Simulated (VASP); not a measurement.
Write the native input for VASP 6.6.1 that does the following.

```yaml
Task: relaxation of cell and atoms
Functional: PBE
Potentials_or_basis: VASP PAW PBE potentials, release 64 (Li_sv, Al, Mo_sv)
Cutoff: 600 eV
k_mesh: 6 × 6 × 1
Occupations: gaussian, width 0.1 eV
Spin: no spin polarisation
Dipole_correction: no
Further_INCAR_settings: ALGO = Fast; EDIFF = 1e-06; IBRION = 2; EDIFFG = -0.04; NSW = 90; ISIF = 3
```

The structure of Li3Al3Mo lies in POSCAR:

```
Li3Al3Mo
1.0
    3.0601733000      0.0000000000      0.0000000000
   -1.5300866500      2.6501878100      0.0000000000
    0.0000000000      0.0000000000     15.8348185500
Li Al Mo
3 3 1
Direct
    0.3333333300      0.6666666700      0.1406357600
    0.6666666700      0.3333333300      0.2975961000
    0.3333333300      0.6666666700      0.8593642400
    0.0000000000      0.0000000000      0.0000000000
    0.3333333300      0.6666666700      0.5951921900
    0.6666666700      0.3333333300      0.7187284700
    0.0000000000      0.0000000000      0.4545564300
```

The cell was generated, and may not be a known phase.

The input as run:

INCAR

```
PREC = Accurate
ENCUT = 600
EDIFF = 1E-6
ISMEAR = 0
SIGMA = 0.1
LREAL = F
LASPH = T
NELM = 80
ALGO = Fast
ISIF = 3
LWAVE = F
LCHARG = F
GGA = PE
IBRION = 2
NSW = 90
EDIFFG = -0.04
```

KPOINTS

```
Automatic mesh
0
Gamma
  6 6 1
```

Potentials or basis: VASP PAW PBE potentials, release 64 (Li_sv, Al, Mo_sv).

Command:

```console
$ cat potpaw_PBE.64/Li_sv/POTCAR potpaw_PBE.64/Al/POTCAR potpaw_PBE.64/Mo_sv/POTCAR > POTCAR
$ mpirun -np 1 vasp_std > vasp.out
```

Results of the run:

```
Relaxed volume                        : 16.49 Å³/atom
Relaxed cell                          : a = 2.865 Å, b = 2.865 Å, c = 16.242 Å, α = 90.00°, β = 90.00°, γ = 120.00°
Space group after relaxing (to 0.1 Å) : P3m1 (No. 156)
Energy gained by relaxing             : 108.7 meV/atom
Ionic steps                           : 8
Pressure after relaxing               : -0.2 GPa
Largest force after relaxing          : 0.035 eV/Å
Band gap on the k mesh                : zero (bands 16 and 17 overlap by 1.08 eV)
```

Caveat: the k points lie up to 0.42 Å⁻¹ apart in the final cell, too coarse for converged energies and pressures of a metal; the cutoff is under 1.25 times the usual one of these potentials, so pressure, stress and relaxed cells hold a basis-set (Pulay) error.

Run time: 3.1 min on 1 thread of Intel(R) Xeon(R) Platinum 8488C (Sapphire Rapids), on a shared host, peak memory 0.28 GiB.
